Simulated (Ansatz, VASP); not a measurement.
## Two plane-wave programs on BN

INCAR

```
SYSTEM = BN
ALGO = Normal
EDIFF = 1E-7
ENCUT = 520
GGA = PS
ISIF = 2
ISMEAR = 0
LASPH = .TRUE.
LCHARG = .FALSE.
LREAL = .FALSE.
LWAVE = .FALSE.
NBANDS = 16
NELM = 100
PREC = Accurate
SIGMA = 0.05
```

KPOINTS

```
k-points
0
G
  12 12 4
  0 0 0
```

File POSCAR:

```
BN
1.0
    2.4429981214      0.0000000000      0.0000000000
   -1.2214990607      2.1156984345      0.0000000000
    0.0000000000      0.0000000000      7.7428382458
B N
2 2
Direct
    0.3333333333      0.6666666667      0.2500000000
    0.6666666667      0.3333333333      0.7500000000
    0.3333333333      0.6666666667      0.7500000000
    0.6666666667      0.3333333333      0.2500000000
```

Input for Ansatz:

```yaml
crystal:
  lattice:
    - [2.4429981214, 0.0, 0.0]
    - [-1.2214990607, 2.1156984345, 0.0]
    - [0.0, 0.0, 7.7428382458]
  atoms:
    - { symbol: B, position: [0.3333333333, 0.6666666667, 0.25] }
    - { symbol: B, position: [0.6666666667, 0.3333333333, 0.75] }
    - { symbol: "N", position: [0.3333333333, 0.6666666667, 0.75] }
    - { symbol: "N", position: [0.6666666667, 0.3333333333, 0.25] }
basis:
  ecutwfc: 520.0
kpoints:
  mp_grid: { grid: [12, 12, 4] }
hamiltonian:
  xc: pbesol
  pseudopotentials: { kind: paw, azcp: { folder: soft_1 } }
scf:
  occupations: { method: gaussian, width: 0.05 }
output:
  forces: true
  stress: true
  eigenvalues: true
```

Alike in both runs: task single point; functional PBEsol; k mesh 12 × 12 × 4; occupations gaussian, width 0.05 eV; no spin polarisation.

|  | VASP | Ansatz |
| --- | --- | --- |
| version | VASP 6.6.1 | Ansatz 0.2.0 |
| potentials or method | VASP PAW PBE potentials, release 64 (B, N), cutoff 520 eV | scalar-relativistic, plane waves, PAW |
| valence electrons in the cell | 16 | 16 |

```tsv
	VASP	Ansatz	Ansatz less VASP
gap on the k mesh at the Fermi level (eV)	4.39	4.40	+0.006
least direct gap on the mesh (eV)	4.80	4.80	+0.003
pressure (GPa)	17.2	16.8	-0.42
traceless stress, the component that is largest in VASP (GPa)	-17.68	-17.09	+0.586
```

VASP's potentials were made for PBE, not for PBEsol, and Ansatz warns of the same on its side.
